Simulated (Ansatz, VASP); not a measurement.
One calculation of KI, two programs

```xyz
2
Lattice="0.0000 3.3656 3.4109 3.3656 0.0000 3.4109 3.3656 3.3656 0.0000" Properties=species:S:1:pos:R:3 pbc="T T T"
K     0.0000    0.0000   -0.4940
I     3.3656    3.3656    3.5631
```

Change from the starting cell: mode 6 frozen in at -0.494 Å, equal normal strain along x and y -0.0133.

Alike in both runs: task single point; functional LDA; k mesh 6 × 6 × 6; occupations gaussian, width 0.05 eV; no spin polarisation.

```csv
,VASP,Ansatz
version,VASP 6.6.1,Ansatz 0.2.0
potentials or method,"VASP PAW LDA potentials, release 64 (K_sv, I), cutoff 520 eV","scalar-relativistic, plane waves, PAW"
valence electrons in the cell,16,26
```

VASP gave:

```
gap on the k mesh at the Fermi level (eV)                     : 3.95
least direct gap on the mesh (eV)                             : 3.95
pressure (GPa)                                                : 3.6
traceless stress, the component that is largest in VASP (GPa) : 7.44
rms of the force components (eV/Å)                            : 1.266
```

**Question.** What did Ansatz give for the same quantities?

**Answer.** gap on the k mesh at the Fermi level (eV): 3.95; least direct gap on the mesh (eV): 3.95; pressure (GPa): 3.5; traceless stress, the component that is largest in VASP (GPa): 7.33; rms of the force components (eV/Å): 1.245.

LDA's correlation is that of Perdew and Zunger in VASP and of Perdew and Wang (1992) in Ansatz. Atom by atom the forces differ by 0.020 eV/Å (rms over components). VASP's potentials hold 16 valence electrons a cell and Ansatz's 26, so a difference there can come from the potentials and not from the codes.

Neither program's run includes spin-orbit coupling.
